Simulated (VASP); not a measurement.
**GeN: single point with PBE**

The system is GeN.

```xyz
2
Lattice="2.8149 0.0000 0.0000 0.0000 2.8149 0.0000 0.0000 0.0000 2.8149" Properties=species:S:1:pos:R:3 pbc="T T T"
Ge    0.0000    0.0000    0.0000
N     1.4075    1.4075    1.4075
```

```yaml
Program: VASP 6.6.1
Task: single point
Functional: PBE
Potentials_or_basis: VASP PAW PBE potentials, release 64 (Ge_d, N)
Cutoff: 520 eV
k_mesh: 6 × 6 × 6
Occupations: gaussian, width 0.2 eV
Spin: no spin polarisation
```

- Pressure: 0.2 GPa

Levels at points of the mesh, in eV from the Fermi level:
```
           k point  band 7  band 8  band 9  band 10  band 11  band 12  band 13  band 14
(0.00, 0.00, 0.00)   -4.71   -1.74   -1.74    -1.74     8.07     8.07     9.91     9.91
(0.50, 0.00, 0.00)  -10.87   -0.30   -0.30     1.15     2.58     7.30     7.30    11.82
(0.50, 0.50, 0.00)   -6.60   -6.60   -6.08     0.21     6.03     6.03    10.09    11.62
(0.50, 0.50, 0.50)   -3.39   -3.39   -3.39    -2.13    -0.65    -0.65    -0.65    17.01
```

It took 5.2 s on 1 thread of Intel Xeon 6975P-C (shared host), peak memory 0.14 GiB.

Caveat: the k points lie up to 0.37 Å⁻¹ apart.
